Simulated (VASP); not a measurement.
Input of a VASP 6.6.1 run:

File INCAR:

```
SYSTEM = N
PREC     = Accurate       ! precision mode
ENCUT    = 520            ! plane-wave cutoff, eV
EDIFF    = 1E-6           ! SCF threshold, eV
ISMEAR   = 1              ! smearing method
SIGMA    = 0.05           ! smearing width, eV
LREAL    = .FALSE.        ! projectors in reciprocal space
LASPH    = .TRUE.         ! aspherical terms in the spheres
NELM     = 60             ! most SCF steps
ALGO     = Normal         ! electronic algorithm
ISIF     = 2              ! what is computed and relaxed
LWAVE    = .FALSE.        ! write WAVECAR
LCHARG   = .FALSE.        ! write CHGCAR
IBRION   = 2              ! ionic algorithm
NSW      = 80             ! ionic steps
EDIFFG   = -0.03          ! ionic threshold
```

The input KPOINTS:

```
regular mesh
0
G
  1 1 1
  0 0 0
```

File POSCAR:

```
N
1.0
    9.0000000000      0.0000000000      0.0000000000
    0.0000000000      9.5000000000      0.0000000000
    0.0000000000      0.0000000000     10.0000000000
N
2
Direct
    0.5000000000      0.5000000000      0.4445000000
    0.5000000000      0.5000000000      0.5555000000
```

Potentials or basis: VASP PAW LDA potentials, release 64 (N).

The run is started by

```bash
$ cat potpaw_LDA.64/N/POTCAR > POTCAR
$ mpirun -np 1 vasp_gam > vasp.out
```

**Question.** Predict the gap between the frontier levels.

**Answer.** 8.09 eV.

**Question.** Estimate the energy gained by relaxing.

**Answer.** 1.9 meV/atom.

The path:
| step | energy change (eV) | largest force (eV/Å) | pressure (GPa) |
| --- | --- | --- | --- |
| 1 | 0.0000 | 1.0583 | -0.08 |
| 2 | 0.8862 | 21.1637 | 1.32 |
| 3 | -0.0038 | 0.0479 | 0.00 |
| 4 | -0.0038 | 0.0025 | -0.01 |

Caveat: the standard files for N, O and F lose accuracy on very short bonds.
